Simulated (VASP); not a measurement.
Al:

```xyz
2
Lattice="2.8125 0.0000 0.0000 -1.4062 2.4357 0.0000 0.0000 0.0000 4.8669" Properties=species:S:1:pos:R:3 pbc="T T T"
Al    0.0000    1.6238    1.2167
Al    1.4062    0.8119    3.6501
```

This isn't the form of Al at room conditions, which is fcc.

* Program: VASP 6.6.1
* Task: relaxation of cell and atoms
* Functional: PBE0
* Potentials or basis: VASP PAW PBE potentials, release 64 (Al)
* Cutoff: 600 eV
* k mesh: 6 × 6 × 3
* Occupations: fermi-dirac, width 0.05 eV
* Spin: no spin polarisation

At the start: pressure 0.9 GPa; volume 16.67 Å³/atom.

**Question.** How do energy, volume and symmetry change on relaxing?

**Answer.** Over 8 steps the energy falls by 18.5 meV/atom; space group P6_3/mmc (No. 194, to 0.1 Å) before and after.

The path:
| step | energy change (eV) | largest force (eV/Å) | pressure (GPa) | volume (Å³) |
| --- | --- | --- | --- | --- |
| 1 | 0.0000 | 0.0000 | 0.94 | 33.34 |
| 2 | -0.0354 | 0.0000 | -0.90 | 33.79 |
| 3 | -0.0355 | 0.0000 | -1.05 | 33.83 |
| 4 | -0.0355 | 0.0000 | -0.99 | 33.81 |
| 5 | -0.0370 | 0.0000 | 0.04 | 33.32 |
| 6 | -0.0370 | 0.0000 | -0.06 | 33.37 |
| 7 | -0.0370 | 0.0000 | -0.08 | 33.38 |
| 8 | -0.0370 | 0.0000 | 0.02 | 33.35 |

Final structure:
```
Al
1.0
     2.86347    0.00000    0.00000
    -1.43173    2.47984    0.00000
     0.00000    0.00000    4.69680
Al
2
Direct
  0.33333 0.66667 0.25000
  0.66667 0.33333 0.75000
```

Caveat: the k points lie up to 0.45 Å⁻¹ apart in the final cell, too coarse for converged energies and pressures of a metal; the PAW data sets were made with another functional, which shifts forces and pressure a little.
